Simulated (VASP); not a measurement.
A run of VASP 6.6.1:

Contents of INCAR:

```
PREC = Accurate
ENCUT = 520
EDIFF = 1E-6
ISMEAR = 0
SIGMA = 0.2
LREAL = False
LASPH = True
NELM = 100
ALGO = Normal
ISIF = 2
LWAVE = False
LCHARG = False
GGA = PE
NBANDS = 19
```

The input KPOINTS:

```
regular mesh
0
Gamma
  7 7 3
```

File POSCAR:

```
NdHf
1.0
    3.4024642523      0.0000000030      0.0000000000
   -1.7012321288      2.9466204765      0.0000000000
    0.0000000000      0.0000000000      5.5169029453
Nd Hf
1 1
Direct
    0.0000000000      0.0000000000      0.6712738942
    0.6666666667      0.3333333333      0.1720270158
```

Potentials or basis: VASP PAW PBE potentials, release 64 (Nd, Hf_pv).

Run with:

```console
$ cat potpaw_PBE.64/Nd/POTCAR potpaw_PBE.64/Hf_pv/POTCAR > POTCAR
$ mpirun -np 1 vasp_std > vasp.out
```

Hardware: 1 thread of AMD EPYC 7R13 Processor (Zen 3) (shared host).

Question: How long does it take, and how much memory?

Answer: Run time: 57 s on 1 thread of AMD EPYC 7R13 Processor (Zen 3) (shared host), peak memory 0.16 GiB. Counts: scf iterations 20, k points 20.
